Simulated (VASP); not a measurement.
Input of a VASP 6.6.1 run:

INCAR

```
SYSTEM = Sn
ALGO = Normal ; EDIFF = 1E-7
EDIFFG = -0.005 ; ENCUT = 600
GGA = PS ; IBRION = 2
ISIF = 3 ; ISMEAR = -1
LASPH = .TRUE. ; LCHARG = .FALSE.
LREAL = .FALSE. ; LWAVE = .FALSE.
NELM = 80 ; NSW = 100
PREC = Accurate ; SIGMA = 0.05
```

Contents of KPOINTS:

```
k-points
0
G
  9 9 9
  0 0 0
```

Contents of POSCAR:

```
Sn
1.0
    0.0000000000      3.2006805386      3.2006805386
    3.2006805386      0.0000000000      3.2006805386
    3.2006805386      3.2006805386      0.0000000000
Sn
2
Direct
    0.0000000000      0.0000000000      0.0000000000
    0.2500000000      0.2500000000      0.2500000000
```

Potentials or basis: VASP PAW PBE potentials, release 64 (Sn_d).

Run with:

```sh
$ cat potpaw_PBE.64/Sn_d/POTCAR > POTCAR
$ mpirun -np 1 vasp_std > vasp.out
```

Estimate the relaxed cell.

a = 4.623 Å, b = 4.623 Å, c = 4.623 Å, α = 60.00°, β = 60.00°, γ = 60.00°.

Estimate the relaxed volume.

34.94 Å³/atom.

Step by step:
| step | energy change (eV) | largest force (eV/Å) | pressure (GPa) | volume (Å³) |
| --- | --- | --- | --- | --- |
| 1 | 0.0000 | 0.0000 | 3.09 | 65.58 |
| 2 | -0.0328 | 0.0000 | -1.02 | 71.77 |
| 3 | -0.0390 | 0.0000 | 0.00 | 69.88 |

Caveat: the PAW data sets were made with another functional, which shifts forces and pressure a little. Zero-point motion and thermal expansion aren't in these numbers.
